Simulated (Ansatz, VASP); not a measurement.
## RbCl: VASP beside Ansatz

```xyz
2
Lattice="0.0000 3.3490 3.3490 3.3490 0.0000 3.3490 3.3490 3.3490 0.0000" Properties=species:S:1:pos:R:3 pbc="T T T"
Rb    0.0000    0.0000    0.0000
Cl    3.3490    3.3490    3.3490
```

Alike in both runs: functional PBE; k mesh 13 × 13 × 13; occupations fermi-dirac, width 0.1 eV; no spin polarisation.

Ansatz relaxed the structure, and its values are those at the end. VASP's run is a single point on that final structure, the one shown.

```csv
,VASP,Ansatz
version,VASP 6.6.1,Ansatz 0.2.0
potentials or method,"VASP PAW PBE potentials, release 64 (Rb_sv, Cl)","PAW with Ansatz's default frozen-core files, scalar-relativistic"
plane-wave cutoff (eV),500,420
valence electrons in the cell,16,16
```

|  | VASP | Ansatz | Ansatz less VASP |
| --- | --- | --- | --- |
| pressure (GPa) | 0.0 | 0.0 | +0.01 |
